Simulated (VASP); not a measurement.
# Li in VASP: further runs, part 2 of 2

VASP 6.6.1.

## Step 4: Single point, PBE

Contents of INCAR:

```
SYSTEM = Li
PREC = Accurate ; ENCUT = 520
EDIFF = 1E-7 ; ISMEAR = 0
SIGMA = 0.1 ; LREAL = .FALSE.
LASPH = .TRUE. ; NELM = 100
ALGO = Fast ; ISIF = 2
LWAVE = .FALSE. ; LCHARG = .FALSE.
GGA = PE ; NBANDS = 8
```

Contents of KPOINTS:

```
Automatic mesh
0
G
  24 24 24
  0 0 0
```

Contents of POSCAR:

```
Li
1.0
   -1.5977517434      1.5945365967      1.9843989780
    1.5977517434     -1.5945365967      1.9843989780
    1.5977517434      1.5945365967     -1.9843989780
Li
1
Direct
    0.0000000000      0.0000000000      0.0000000000
```

Potentials or basis: VASP PAW PBE potentials, release 64 (Li_sv).

Launch:

```
cat potpaw_PBE.64/Li_sv/POTCAR > POTCAR
mpirun -np 1 vasp_std > vasp.out
```

OUTCAR:

```text
SYSTEM = Li
   PREC = Accurate
   ENCUT = 520
   EDIFF = 1E-7
   ISMEAR = 0
   LREAL = .FALSE.
   LASPH = .TRUE.
   NELM = 100
   ISIF = 2
   GGA = PE

 ion  position               nearest neighbor table
   1  0.000  0.000  0.000-

  LATTYP: Found a body centered orthorhombic cell.
 ALAT       =     3.1890731934
 B/A-ratio  =     1.0020163518
 C/A-ratio  =     1.2444988607

  Lattice vectors:

 A1 = (   1.5977517434,  -1.5945365967,  -1.9843989780)
 A2 = (  -1.5977517434,   1.5945365967,  -1.9843989780)
 A3 = (   1.5977517434,   1.5945365967,   1.9843989780)

Analysis of symmetry for initial positions (statically):
=====================================================================
 Subroutine PRICEL returns:
 Original cell was already a primitive cell.

 Routine SETGRP: Setting up the symmetry group for a
 body centered orthorhombic supercell.

 Subroutine GETGRP returns: Found  8 space group operations
 (whereof  8 operations were pure point group operations)
 out of a pool of  8 trial point group operations.

[... 162 lines left out ...]

 val. band max:        0.6363401961   @ k =  -0.2500   0.4167   0.1250
 cond. band min:       0.6417441378   @ k =  -0.2917  -0.3333   0.1250
 fundamental gap:      0.0054039417
 Fermi energy:         0.6369778409

 k-point     1 :       0.0000    0.0000    0.0000
  band No.  band energies     occupation
      1     -45.8946      2.00000
      2      -2.9315      2.00000
      3      14.9180      0.00000
      4      15.1154      0.00000
      5      15.1498      0.00000
      6      18.9215      0.00000
      7      18.9789      0.00000
      8      19.3559      0.00000
[... 243 lines left out ...]
 k-point    24 :       0.4167    0.0417    0.0000
  band No.  band energies     occupation
      1     -45.8766      2.00000
      2       0.2563      2.00000
      3       4.2504      0.00000
      4      12.0619      0.00000
      5      13.4074      0.00000
      6      16.4737      0.00000
      7      18.2246      0.00000
      8      19.2855      0.00000

 [... further k-points ...]

------------------------ aborting loop because EDIFF is reached ----------------------------------------

  FORCE on cell =-STRESS in cart. coord.  units (eV):
  Direction    XX          YY          ZZ          XY          YZ          ZX
  --------------------------------------------------------------------------------------
  -------------------------------------------------------------------------------------
  Total       -0.0131300     -0.0096114     -0.0033021      0.0000000      0.0000000      0.0000000
  in kB       -1.0402590     -0.7614929     -0.2616174      0.0000000      0.0000000      0.0000000
  external PRESSURE =      -0.6877897 kB  Pullay stress =       0.0000000 kB

 VOLUME and BASIS-vectors are now :
 -----------------------------------------------------------------------------
  energy-cutoff  :      520.00
  volume of cell :       20.22
      direct lattice vectors                 reciprocal lattice vectors
    -1.597751743  1.594536597  1.984398978     0.000000000  0.313570727  0.251965459
     1.597751743 -1.594536597  1.984398978     0.312939731  0.000000000  0.251965459
     1.597751743  1.594536597 -1.984398978     0.312939731  0.313570727  0.000000000

 POSITION                                       TOTAL-FORCE (eV/Angst)
 -----------------------------------------------------------------------------------
      0.00000      0.00000      0.00000        -0.000000      0.000000     -0.000000
 -----------------------------------------------------------------------------------
    total drift:                               -0.000000      0.000000      0.000000

  FREE ENERGIE OF THE ION-ELECTRON SYSTEM (eV)
  ---------------------------------------------------
  free  energy   TOTEN  =        -1.9064841345 eV

  energy  without entropy=       -1.9042090243  energy(sigma->0) =       -1.90534658
```

OSZICAR:

```text
N       E                     dE             d eps       ncg     rms          rms(c)
DAV:   1    -0.106927907761E+00   -0.10693E+00   -0.71584E+02 31680   0.261E+02
DAV:   2    -0.188235114612E+01   -0.17754E+01   -0.17249E+01 46024   0.345E+01
DAV:   3    -0.190772583880E+01   -0.25375E-01   -0.25349E-01 35416   0.312E+00
DAV:   4    -0.190813980186E+01   -0.41396E-03   -0.41395E-03 47984   0.309E-01
DAV:   5    -0.190814133397E+01   -0.15321E-05   -0.15321E-05 36880   0.125E-02    0.215E-01
RMM:   6    -0.190700372189E+01    0.11376E-02   -0.13087E-04 46211   0.626E-02    0.129E-01
RMM:   7    -0.190646663794E+01    0.53708E-03   -0.71659E-04 51017   0.133E-01    0.253E-02
RMM:   8    -0.190648221371E+01   -0.15576E-04   -0.81694E-05 52162   0.539E-02    0.570E-03
RMM:   9    -0.190648298528E+01   -0.77157E-06   -0.37823E-05 53074   0.363E-02    0.445E-03
RMM:  10    -0.190648017470E+01    0.28106E-05   -0.13500E-05 53470   0.227E-02    0.943E-03
RMM:  11    -0.190648086980E+01   -0.69510E-06   -0.46409E-06 51794   0.140E-02    0.797E-03
RMM:  12    -0.190648179437E+01   -0.92456E-06   -0.15404E-06 47371   0.790E-03    0.548E-03
RMM:  13    -0.190648239084E+01   -0.59647E-06   -0.50121E-07 40778   0.446E-03    0.375E-03
RMM:  14    -0.190648332557E+01   -0.93473E-06   -0.16573E-07 36657   0.260E-03    0.176E-03
RMM:  15    -0.190648409446E+01   -0.76889E-06   -0.48295E-08 33477   0.145E-03    0.189E-04
RMM:  16    -0.190648413454E+01   -0.40081E-07   -0.16117E-08 29228   0.714E-04
   1 F= -.19064841E+01 E0= -.19053466E+01  d E =-.227511E-02
```

stdout:

```text
POSCAR found type information on POSCAR Li
 POSCAR found :  1 types and       1 ions
 scaLAPACK will be used
 LDA part: xc-table for (Slater+PW92), standard interpolation
 POSCAR, INCAR and KPOINTS ok, starting setup
 FFT: planning ... GRIDC
 FFT: planning ... GRID_SOFT
 FFT: planning ... GRID
 WAVECAR not read
 entering main loop
WARNING in EDDRMM: call to ZHEGV failed, returncode =   6  3      2
WARNING in EDDRMM: call to ZHEGV failed, returncode =   8  4      3
WARNING in EDDRMM: call to ZHEGV failed, returncode =   8  4      6
WARNING in EDDRMM: call to ZHEGV failed, returncode =   6  3      6
WARNING in EDDRMM: call to ZHEGV failed, returncode =   6  3      3
WARNING in EDDRMM: call to ZHEGV failed, returncode =   6  3      3
WARNING in EDDRMM: call to ZHEGV failed, returncode =   6  3      4
WARNING in EDDRMM: call to ZHEGV failed, returncode =   8  4      8
WARNING in EDDRMM: call to ZHEGV failed, returncode =   8  4      4
WARNING in EDDRMM: call to ZHEGV failed, returncode =   6  3      3
[... 47 lines left out ...]
WARNING in EDDRMM: call to ZHEGV failed, returncode =   6  3      8
WARNING in EDDRMM: call to ZHEGV failed, returncode =   8  4      8
WARNING in EDDRMM: call to ZHEGV failed, returncode =   6  3      7
WARNING in EDDRMM: call to ZHEGV failed, returncode =   6  3      4
WARNING in EDDRMM: call to ZHEGV failed, returncode =   6  3      7
WARNING in EDDRMM: call to ZHEGV failed, returncode =   8  4      8
WARNING in EDDRMM: call to ZHEGV failed, returncode =   8  4      7
WARNING in EDDRMM: call to ZHEGV failed, returncode =   8  4      8
WARNING in EDDRMM: call to ZHEGV failed, returncode =   6  3      2
WARNING in EDDRMM: call to ZHEGV failed, returncode =   8  4      8
```

Wall time 10 min (1 thread of AMD EPYC 7R13, shared host); peak memory 0.35 GiB.

Results:

```yaml
Free_energy: -1.9065 eV
Band_gap_on_the_k_mesh: zero (an odd number of electrons rules out a gap without spin polarisation)
```

Caveat: the cutoff is under 1.25 times the usual one of these potentials, so pressure, stress and relaxed cells hold a basis-set (Pulay) error.

## Step 5: Summary

| cell | k mesh | smearing | gap on the mesh (eV) |
| --- | --- | --- | --- |
| a = 3.003 Å, angles 116.2, 115.1, 97.8°, 1 atom, atomic positions A | 8 × 8 × 8 | gaussian 0.1 eV | none |
| a = 6.351, b = 5.098, c = 5.098 Å, angles 101.6, 90.0, 90.0°, 8 atoms, atomic positions B | 4 × 4 × 4 | gaussian 0.2 eV | none |
| a = 3.006 Å, angles 115.8, 115.9, 97.4°, 1 atom, atomic positions A | 24 × 24 × 24 | gaussian 0.1 eV | none |

Alike in all rows: task single point; level PBE; potentials or basis VASP PAW PBE potentials, release 64 (Li_sv); no spin polarisation; cutoff (eV) 520.

Caveats: the cutoff is under 1.25 times the usual one of these potentials, so pressure, stress and relaxed cells hold a basis-set (Pulay) error.

Absolute energies hang on the potentials; compare differences alone.

The gap in the log of VASP goes by the Fermi energy; the results here count the filled bands.